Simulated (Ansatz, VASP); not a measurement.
## One calculation of RbCl, two programs

The input INCAR:

```
SYSTEM = RbCl
PREC     = Accurate       ! precision mode
ENCUT    = 500            ! plane-wave cutoff, eV
EDIFF    = 1E-6           ! SCF threshold, eV
ISMEAR   = 0              ! smearing method
SIGMA    = 0.01           ! smearing width, eV
LREAL    = .False.        ! projectors in reciprocal space
LASPH    = .True.         ! aspherical terms in the spheres
NELM     = 120            ! most SCF steps
ALGO     = Normal         ! electronic algorithm
ISIF     = 2              ! what is computed and relaxed
LWAVE    = .False.        ! write WAVECAR
LCHARG   = .False.        ! write CHGCAR
GGA      = PS             ! functional
NBANDS   = 15             ! bands
GGA_COMPAT= .False.
```

Contents of KPOINTS:

```
Automatic mesh
0
Gamma
  6 6 6
  0 0 0
```

POSCAR

```
RbCl
1.0
    0.0000000000      3.2576300000      3.2576300000
    3.2576300000      0.0000000000      3.2576300000
    3.2576300000      3.2576300000      0.0000000000
Rb Cl
1 1
Direct
    0.0000000000      0.0000000000      0.0000000000
    0.5000000000      0.5000000000      0.5000000000
```

Input for Ansatz:

```yaml
crystal:
  lattice:
    - [0.0, 3.25763, 3.25763]
    - [3.25763, 0.0, 3.25763]
    - [3.25763, 3.25763, 0.0]
  atoms:
    - { symbol: Rb, position: [0.0, 0.0, 0.0] }
    - { symbol: Cl, position: [0.5, 0.5, 0.5] }
kpoints:
  mp_grid: { grid: [6, 6, 6] }
scf:
  occupations: { method: fixed }
  convergence: { dr2_threshold: 1.0e-10 }
hamiltonian:
  xc: pbesol
  pseudopotentials: { kind: all_electron, lapw: { basis_error: 0.0005 } }
output:
  forces: true
  stress: true
  eigenstates:
    kpoints:
      - [0.0, 0.0, 0.0]
      - [-0.5, 0.0, -0.5]
      - [0.0, -0.5, -0.5]
      - [-0.5, -0.5, 0.0]
      - [-0.5, 0.0, 0.0]
      - [0.0, -0.5, 0.0]
      - [0.0, 0.0, -0.5]
      - [-0.5, -0.5, -0.5]
  eigenvalues: true
```

Alike in both runs: task single point; functional PBEsol; k mesh 6 × 6 × 6; no spin polarisation.

```csv
,VASP,Ansatz
version,VASP 6.6.1,Ansatz 0.2.0
potentials or method,"VASP PAW PBE potentials, release 64 (Rb_sv, Cl), cutoff 500 eV","all-electron LAPW, scalar-relativistic"
occupations,"gaussian, width 0.01 eV",fixed
```

Ansatz gave:

| Quantity | Value |
| --- | --- |
| gap on the k mesh at the Fermi level (eV) | 4.94 |
| pressure (GPa) | 0.2 |

Estimate VASP's values.

gap on the k mesh at the Fermi level (eV): 4.93; pressure (GPa): 0.2.

VASP's potentials were made for PBE, not for PBEsol. Ansatz ran all-electron here, and VASP with PAW potentials.
